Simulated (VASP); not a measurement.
Set up this calculation in VASP 6.6.1, as the native input.

```
Task                   : relaxation of cell and atoms
Functional             : RPBE
Potentials or basis    : VASP PAW PBE potentials, release 64 (Cd, Se)
Cutoff                 : 600 eV
k mesh                 : 7 × 7 × 4
Occupations            : fermi-dirac, width 0.05 eV
Spin                   : no spin polarisation
Dipole correction      : no
Further INCAR settings : ALGO = Normal; EDIFF = 1e-06; IBRION = 2; EDIFFG = -0.01; NSW = 60; ISIF = 3
```

The structure of CdSe lies in POSCAR:

```
CdSe
1.0
    4.3000000000      0.0000000000      0.0000000000
   -2.1500000000      3.7239092363      0.0000000000
    0.0000000000      0.0000000000      7.0200000000
Cd Se
2 2
Direct
    0.6666666667      0.3333333333      0.5000000000
    0.3333333333      0.6666666667      0.0000000000
    0.6666666667      0.3333333333      0.8850000000
    0.3333333333      0.6666666667      0.3850000000
```

One way to write it, as run:

INCAR

```
SYSTEM = CdSe
  ALGO = Normal
  EDIFF = 1E-6
  EDIFFG = -0.01
  ENCUT = 600
  GGA = RP
  IBRION = 2
  ISIF = 3
  ISMEAR = -1
  LASPH = .True.
  LCHARG = .False.
  LREAL = .False.
  LWAVE = .False.
  NELM = 80
  NSW = 60
  PREC = Accurate
  SIGMA = 0.05
```

KPOINTS

```
k-points
0
Gamma
  7 7 4
  0 0 0
```

Potentials or basis: VASP PAW PBE potentials, release 64 (Cd, Se).

The run is started by

```sh
$ cat potpaw_PBE.64/Cd/POTCAR potpaw_PBE.64/Se/POTCAR > POTCAR
$ mpirun -np 1 vasp_std > vasp.out
```

It gave:

```yaml
Relaxed_volume: 31.18 Å³/atom
Relaxed_cell: a = 4.451 Å, b = 4.451 Å, c = 7.269 Å, α = 90.00°, β = 90.00°, γ = 120.00°
Space_group_after_relaxing_to_0.1_Å: P6_3mc (No. 186)
Energy_gained_by_relaxing: 50.3 meV/atom
Ionic_steps: 8
Pressure_after_relaxing: 0.0 GPa
Band_gap_on_the_k_mesh: 0.61 eV
```

Caveat: the PAW data sets were made with another functional, which shifts forces and pressure a little.

Wall time 3.1 min on 1 thread of Intel(R) Xeon(R) 6975P-C (Granite Rapids), on a shared host, peak memory 0.3 GiB.
